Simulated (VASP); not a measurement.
A run of VASP 6.6.1:

Contents of INCAR:

```
SYSTEM = NbRu3
ALGO = Normal ; EDIFF = 1E-8
ENCUT = 400 ; GGA = CA
GGA_COMPAT = .False. ; ISIF = 2
ISMEAR = -1 ; LASPH = .True.
LCHARG = .False. ; LEFG = .True.
LREAL = .False. ; LWAVE = .False.
NBANDS = 36 ; NELM = 120
PREC = Accurate ; SIGMA = 0.05
```

File KPOINTS:

```
k-points
0
Gamma
  9 9 9
  0 0 0
```

Contents of POSCAR:

```
NbRu3
1.0
    3.8800000000      0.0000000000      0.0000000000
    0.0000000000      3.8800000000      0.0000000000
    0.0000000000      0.0000000000      3.8800000000
Nb Ru
1 3
Direct
    0.0000000000      0.0000000000      0.0000000000
    0.0000000000      0.5000000000      0.5000000000
    0.5000000000      0.0000000000      0.5000000000
    0.5000000000      0.5000000000      0.0000000000
```

Potentials or basis: VASP PAW LDA potentials, release 64 (Nb_sv, Ru_pv).

Run with:

```bash
$ cat potpaw_LDA.64/Nb_sv/POTCAR potpaw_LDA.64/Ru_pv/POTCAR > POTCAR
$ mpirun -np 1 vasp_std > vasp.out
```

Hardware: 1 thread of AMD EPYC 7R13, with other jobs on the host.

Problem. How long does it take, and how much memory?

Solution. Run time: 110 s on 1 thread of AMD EPYC 7R13, on a shared host, peak memory 0.13 GiB. Counts: scf iterations 16, k points 35.
